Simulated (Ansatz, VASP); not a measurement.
## One calculation of Pt, two programs

Contents of INCAR:

```
SYSTEM = Pt
ALGO     = Normal         ! electronic algorithm
EDIFF    = 1E-6           ! SCF threshold, eV
ENCUT    = 520            ! plane-wave cutoff, eV
GGA      = CA             ! functional
ISIF     = 2              ! what is computed and relaxed
ISMEAR   = 0              ! smearing method
LASPH    = .True.         ! aspherical terms in the spheres
LCHARG   = .True.         ! write CHGCAR
LELF     = .True.         ! ELF
LREAL    = .False.        ! projectors in reciprocal space
LVHAR    = .True.       
LWAVE    = .False.        ! write WAVECAR
NBANDS   = 11             ! bands
NELM     = 100            ! most SCF steps
PREC     = Accurate       ! precision mode
SIGMA    = 0.15           ! smearing width, eV
```

KPOINTS

```
k-points
0
Gamma
  22 22 22
  0 0 0
```

The input POSCAR:

```
Pt
1.0
    0.0000000000      1.9873330389      1.8682917898
    1.9873330389      0.0000000000      1.8682917898
    1.9873330389      1.9873330389      0.0000000000
Pt
1
Direct
    0.0000000000      0.0000000000      0.0000000000
```

Input for Ansatz:

```yaml
crystal:
  lattice:
    - [0.0, 1.9873330389, 1.8682917898]
    - [1.9873330389, 0.0, 1.8682917898]
    - [1.9873330389, 1.9873330389, 0.0]
  atoms:
    - { symbol: Pt, position: [0.0, 0.0, 0.0] }
basis:
  ecutwfc: 420
kpoints:
  mp_grid: { grid: [22, 22, 22] }
hamiltonian:
  xc: lda
scf:
  occupations: { method: gaussian, width: 0.15 }
output:
  forces: true
  stress: true
  eigenvalues: true
```

Alike in both runs: task single point; functional LDA; k mesh 22 × 22 × 22; occupations gaussian, width 0.15 eV; no spin polarisation.

```csv
,VASP,Ansatz
version,VASP 6.6.1,Ansatz 0.2.0
potentials or method,"VASP PAW LDA potentials, release 64 (Pt), cutoff 520 eV","scalar-relativistic, plane waves, PAW"
valence electrons in the cell,10,18
```

```tsv
	VASP	Ansatz	Ansatz less VASP
gap on the k mesh at the Fermi level (eV)	none	none	-
pressure (GPa)	1.2	0.5	-0.76
traceless stress, the component that is largest in VASP (GPa)	3.51	3.49	-0.023
```

LDA's correlation is that of Perdew and Zunger in VASP and of Perdew and Wang (1992) in Ansatz. A gap of «none» marks a metal or a gap that the smearing closes. VASP's potentials hold 10 valence electrons a cell and Ansatz's 18, so a difference there can come from the potentials and not from the codes.

Neither program's run includes spin-orbit coupling.
